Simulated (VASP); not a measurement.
Here is a VASP 6.6.1 calculation.

Contents of INCAR:

```
ALGO = Normal
EDIFF = 1E-7
EDIFFG = -0.01
ENCUT = 600
GGA = PS
IBRION = 2
ISIF = 3
ISMEAR = -1
LASPH = True
LCHARG = False
LREAL = False
LWAVE = False
NELM = 100
NSW = 100
PREC = Accurate
SIGMA = 0.03
```

Contents of KPOINTS:

```
k-points
0
Gamma
  4 4 4
```

POSCAR

```
CaAgI3
1.0
    5.8992288500      0.0000000000      0.0000000000
    0.0000000000      5.8992288500      0.0000000000
    0.0000000000      0.0000000000      5.8992288500
Ca Ag I
1 1 3
Direct
    0.0000000000      0.0000000000      0.0000000000
    0.5000000000      0.5000000000      0.5000000000
    0.0000000000      0.5000000000      0.5000000000
    0.5000000000      0.0000000000      0.5000000000
    0.5000000000      0.5000000000      0.0000000000
```

Potentials or basis: VASP PAW PBE potentials, release 64 (Ca_sv, Ag, I).

Run with:

```console
$ cat potpaw_PBE.64/Ca_sv/POTCAR potpaw_PBE.64/Ag/POTCAR potpaw_PBE.64/I/POTCAR > POTCAR
$ mpirun -np 1 vasp_std > vasp.out
```

Problem. Estimate the relaxed volume.

Solution. 35.68 Å³/atom.

Problem. What does it give for the space group after relaxing (to 0.05 Å)?

Solution. Pm-3m (No. 221).

Problem. Predict the band gap on the k mesh.

Solution. Zero (band 21 reaches 4.79 eV, above the bottom of band 22 at 4.05 eV).

Problem. Predict the relaxed cell.

Solution. a = 5.629 Å, b = 5.629 Å, c = 5.629 Å, α = 90.00°, β = 90.00°, γ = 90.00°.

The path:
| step | energy change (eV) | largest force (eV/Å) | pressure (GPa) | volume (Å³) |
| --- | --- | --- | --- | --- |
| 1 | 0.0000 | 0.0000 | -3.02 | 205.30 |
| 2 | -0.2718 | 0.0000 | -0.68 | 183.18 |
| 3 | -0.2820 | 0.0000 | -0.06 | 178.89 |
| 4 | -0.2821 | 0.0000 | 0.02 | 178.38 |

Caveat: the PAW data sets were made with another functional, which shifts forces and pressure a little; spin-orbit coupling is left out, which moves the levels of the heavy elements.
